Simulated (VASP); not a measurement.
Input of a VASP 6.6.1 run:

The input INCAR:

```
SYSTEM = ZnSe
  PREC = Accurate
  ENCUT = 600
  EDIFF = 1E-6
  ISMEAR = -1
  SIGMA = 0.05
  LREAL = .False.
  LASPH = .True.
  NELM = 100
  ALGO = Normal
  ISIF = 3
  LWAVE = .False.
  LCHARG = .False.
  GGA = RP
  IVDW = 13
  IBRION = 2
  NSW = 80
  EDIFFG = -0.005
```

File KPOINTS:

```
regular mesh
0
Gamma
  8 8 8
  0 0 0
```

File POSCAR:

```
ZnSe
1.0
    0.0000000000      2.8338000000      2.8338000000
    2.8338000000      0.0000000000      2.8338000000
    2.8338000000      2.8338000000      0.0000000000
Se Zn
1 1
Direct
    0.7500000000      0.7500000000      0.7500000000
    0.0000000000      0.0000000000      0.0000000000
```

Potentials or basis: VASP PAW PBE potentials, release 64 (Se, Zn).

Launch:

```sh
$ cat potpaw_PBE.64/Se/POTCAR potpaw_PBE.64/Zn/POTCAR > POTCAR
$ mpirun -np 1 vasp_std > vasp.out
```

(1) Predict the dispersion energy per atom.

(2) Estimate the relaxed volume.

Answers

(1) -0.606 eV.

(2) 22.56 Å³/atom.

Caveat: the PAW data sets were made with another functional, which shifts forces and pressure a little.
